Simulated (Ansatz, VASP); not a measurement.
# One calculation of W12O, two programs

File INCAR:

```
ALGO = Normal
DIPOL = 0.5 0.5 0.304
EDIFF = 1E-6
ENCUT = 520
GGA = PE
IDIPOL = 3
ISIF = 2
ISMEAR = 0
LASPH = T
LCHARG = F
LDIPOL = T
LREAL = F
LWAVE = F
NBANDS = 99
NELM = 60
PREC = Accurate
SIGMA = 0.1
```

KPOINTS

```
k-points
0
Gamma
  5 5 1
```

File POSCAR:

```
W12O
1.0
    5.5140853207      0.0000000000      0.0000000000
   -1.8380284402      5.1987294965      0.0000000000
    0.0000000000      0.0000000000     21.3560050645
W O
12 1
Direct
    0.2500000000      0.2500000000      0.1873009483
    0.2500000000      0.7500000000      0.1873009483
    0.7500000000      0.2500000000      0.1873009483
    0.7500000000      0.7500000000      0.1873009483
    0.0000000000      0.0000000000      0.2892877541
    0.0000000000      0.5000000000      0.2892877541
    0.5000000000      0.0000000000      0.2892877541
    0.5000000000      0.5000000000      0.2892877541
    0.2500000000      0.2500000000      0.3912719181
    0.2500000000      0.7500000000      0.3912719181
    0.7500000000      0.2500000000      0.3912719181
    0.7500000000      0.7500000000      0.3912719181
    0.2500000000      0.2500000000      0.4858588970
```

Input for Ansatz:

```yaml
crystal:
  lattice:
    - [5.5140853207, 0.0, 0.0]
    - [-1.8380284402, 5.1987294965, 0.0]
    - [0.0, 0.0, 21.3560050645]
  atoms:
    - { symbol: W, position: [0.25, 0.25, 0.1873009483] }
    - { symbol: W, position: [0.25, 0.75, 0.1873009483] }
    - { symbol: W, position: [0.75, 0.25, 0.1873009483] }
    - { symbol: W, position: [0.75, 0.75, 0.1873009483] }
    - { symbol: W, position: [0.0, 0.0, 0.2892877541] }
    - { symbol: W, position: [0.0, 0.5, 0.2892877541] }
    - { symbol: W, position: [0.5, 0.0, 0.2892877541] }
    - { symbol: W, position: [0.5, 0.5, 0.2892877541] }
    - { symbol: W, position: [0.25, 0.25, 0.3912719181] }
    - { symbol: W, position: [0.25, 0.75, 0.3912719181] }
    - { symbol: W, position: [0.75, 0.25, 0.3912719181] }
    - { symbol: W, position: [0.75, 0.75, 0.3912719181] }
    - { symbol: O, position: [0.25, 0.25, 0.485858897] }
basis:
  ecutwfc: 420
kpoints:
  mp_grid: { grid: [5, 5, 1] }
hamiltonian:
  xc: pbe
scf:
  occupations: { method: gaussian, width: 0.1 }
output:
  forces: true
  eigenvalues: true
efield:
  axis: 3
  dipole_correction: true
  ramp_width: 0.04
```

Alike in both runs: task single point; functional PBE; k mesh 5 × 5 × 1; occupations gaussian, width 0.1 eV; no spin polarisation.

```csv
,VASP,Ansatz
version,VASP 6.6.1,Ansatz 0.2.0
potentials or method,"VASP PAW PBE potentials, release 64 (W_sv, O), cutoff 520 eV","scalar-relativistic, plane waves, PAW"
valence electrons in the cell,174,174
```

Ansatz gave:

* gap on the k mesh at the Fermi level (eV): none
* rms of the force components (eV/Å): 1.396

Question: Which values does VASP return?

Answer: gap on the k mesh at the Fermi level (eV): none; rms of the force components (eV/Å): 1.373.

Atom by atom the forces differ by 0.028 eV/Å (rms over components). A gap of «none» marks a metal or a gap that the smearing closes. The functional is the same, so the differences come from potentials, cutoffs and numerics.

Spin-orbit coupling is off throughout.
